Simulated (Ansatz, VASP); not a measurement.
## Two plane-wave programs on HfB

```xyz
2
Lattice="0.0000 2.3937 2.3937 2.2819 0.0000 2.3937 2.2819 2.3937 0.0000" Properties=species:S:1:pos:R:3 pbc="T T T"
Hf    2.2863    2.3937    2.3937
B    -0.0718    0.0000    0.0000
```

Change from the starting cell: mode 4 frozen in at -0.075 Å, normal strain along x -0.0467.

Alike in both runs: task single point; functional PBEsol; k mesh 16 × 16 × 16; occupations gaussian, width 0.15 eV; no spin polarisation.

|  | VASP | Ansatz |
| --- | --- | --- |
| version | VASP 6.6.1 | Ansatz 0.2.0 |
| potentials or method | VASP PAW PBE potentials, release 64 (Hf_pv, B), cutoff 520 eV | scalar-relativistic, plane waves, PAW |
| valence electrons in the cell | 13 | 29 |

|  | VASP | Ansatz | Ansatz less VASP |
| --- | --- | --- | --- |
| gap on the k mesh at the Fermi level (eV) | none | none | - |
| pressure (GPa) | 11.3 | 10.6 | -0.66 |
| traceless stress, the component that is largest in VASP (GPa) | 15.40 | 15.13 | -0.266 |
| rms of the force components (eV/Å) | 0.604 | 0.599 | -0.0050 |

VASP's potentials were made for PBE, not for PBEsol. Atom by atom the forces differ by 0.005 eV/Å (rms over components). A gap of «none» marks a metal or a gap that the smearing closes. VASP's potentials hold 13 valence electrons a cell and Ansatz's 29, so a difference there can come from the potentials and not from the codes.

Spin-orbit coupling is off throughout.
